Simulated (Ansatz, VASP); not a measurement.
Two plane-wave programs on AlC2

```xyz
3
Lattice="1.4396 0.8312 4.3480 -1.4396 0.8312 4.3480 0.0000 -1.6623 4.3480" Properties=species:S:1:pos:R:3 pbc="T T T"
Al    0.0000    0.0000    0.0000
C     0.0000    0.0000    9.7829
C     0.0000    0.0000    3.2610
```

Alike in both runs: task relaxation of cell and atoms; functional PBE; k mesh 6 × 6 × 6; occupations gaussian, width 0.1 eV; no spin polarisation.

|  | VASP | Ansatz |
| --- | --- | --- |
| version | VASP 6.6.1 | Ansatz 0.2.0 |
| potentials or method | VASP PAW PBE potentials, release 64 (Al, C), cutoff 600 eV | scalar-relativistic, plane waves, PAW |
| valence electrons in the cell | 11 | 11 |

Ansatz gave:

| Item | Value |
| --- | --- |
| gap on the k mesh at the Fermi level, each at its own relaxed structure (eV) | none |
| relaxed volume (Å³/atom) | 9.70 |
| relaxed length of the cell vector where the two differ most in proportion (Å) | 5.316 |

**Question.** What did VASP give for the same quantities?

**Answer.** gap on the k mesh at the Fermi level, each at its own relaxed structure (eV): none; relaxed volume (Å³/atom): 9.71; relaxed length of the cell vector where the two differ most in proportion (Å): 3.508.

A gap of «none» marks a metal or a gap that the smearing closes. One of these differences is far larger than is usual between the two programs; its cause wasn't traced.

The k mesh is coarse, so the values compare programs but aren't converged.
